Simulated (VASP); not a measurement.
Write the native input for VASP 6.6.1 that does the following.

```
Task                   : single point
Functional             : PBEsol
Potentials or basis    : VASP PAW PBE potentials, release 64 (Hg)
Cutoff                 : 520 eV
k mesh                 : 12 × 12 × 12
Occupations            : fermi-dirac, width 0.05 eV
Spin                   : no spin polarisation
Dipole correction      : no
Further INCAR settings : ALGO = Normal; EDIFF = 1e-06; NBANDS = 19
```

The structure of Hg lies in POSCAR:

```
Hg
1.0
    0.0000000000      2.7914226430      2.7914226430
    2.7914226430      0.0000000000      2.7914226430
    2.7914226430      2.7914226430      0.0000000000
Hg
2
Direct
   -0.1250000000     -0.1250000000     -0.1250000000
    0.1250000000      0.1250000000      0.1250000000
```

One way to write it, as run:

INCAR

```
SYSTEM = Hg
ALGO = Normal
EDIFF = 1E-6
ENCUT = 520
GGA = PS
ISIF = 2
ISMEAR = -1
LASPH = .True.
LCHARG = .False.
LREAL = .False.
LWAVE = .False.
NBANDS = 19
NELM = 100
PREC = Accurate
SIGMA = 0.05
```

KPOINTS

```
k-points
0
Gamma
  12 12 12
  0 0 0
```

Potentials or basis: VASP PAW PBE potentials, release 64 (Hg).

Command:

```sh
$ cat potpaw_PBE.64/Hg/POTCAR > POTCAR
$ mpirun -np 1 vasp_std > vasp.out
```

Results of the run:

```
Pressure               : 53.1 GPa
Band gap on the k mesh : zero (bands 12 and 13 overlap by 8.70 eV)
```

Caveat: the cell stands under pressure; the PAW data sets were made with another functional, which shifts forces and pressure a little; spin-orbit coupling is left out, which moves the levels of the heavy elements.

It took 29 s on 1 thread of AMD EPYC 9R45 96-Core Processor (Zen 5), with other jobs on the host, peak memory 0.17 GiB.
